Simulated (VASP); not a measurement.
# AlN: single point with PBEsol

The system is AlN.

```xyz
4
Lattice="3.2618 0.0000 0.0000 -1.6309 2.8248 0.0000 0.0000 0.0000 4.0986" Properties=species:S:1:pos:R:3 pbc="T T T"
Al    0.0000    1.8832    3.0739
Al    1.6309    0.9416    1.0247
N     0.0000    1.8832    1.0247
N     1.6309    0.9416    3.0739
```

* Program: VASP 6.6.1
* Task: single point
* Functional: PBEsol
* Potentials or basis: VASP PAW PBE potentials, release 64 (Al, N)
* Cutoff: 520 eV
* k mesh: 9 × 9 × 6
* Occupations: gaussian, width 0.05 eV
* Spin: no spin polarisation
* Dipole correction: no
* Further INCAR settings: ALGO = Normal; EDIFF = 1e-06; NBANDS = 16

```yaml
Pressure: 8.0 GPa
Band_gap_on_the_k_mesh: 3.58 eV, direct
```

Stress tensor (GPa, compression positive):
```
8.59 0.00 0.00
0.00 8.59 0.00
0.00 0.00 6.78
```

Levels at points of the mesh, in eV from the valence-band top:
```csv
k point,band 4,band 5,band 6,band 7,band 8,band 9,band 10,band 11,band 12,band 13
"(0.00, 0.00, 0.00)",-3.43,-3.43,-1.68,-1.68,0.00,3.58,4.76,8.40,8.40,11.61
"(0.00, 0.00, 0.50)",-3.81,-2.60,-2.60,-2.60,-2.60,5.90,5.90,8.54,8.54,8.54
```

It took 20 s on 1 thread of Intel(R) Xeon(R) Platinum 8488C (Sapphire Rapids), on a shared host, peak memory 0.15 GiB.

Caveat: the PAW data sets were made with another functional, which shifts forces and pressure a little. A k mesh can miss the band edges.
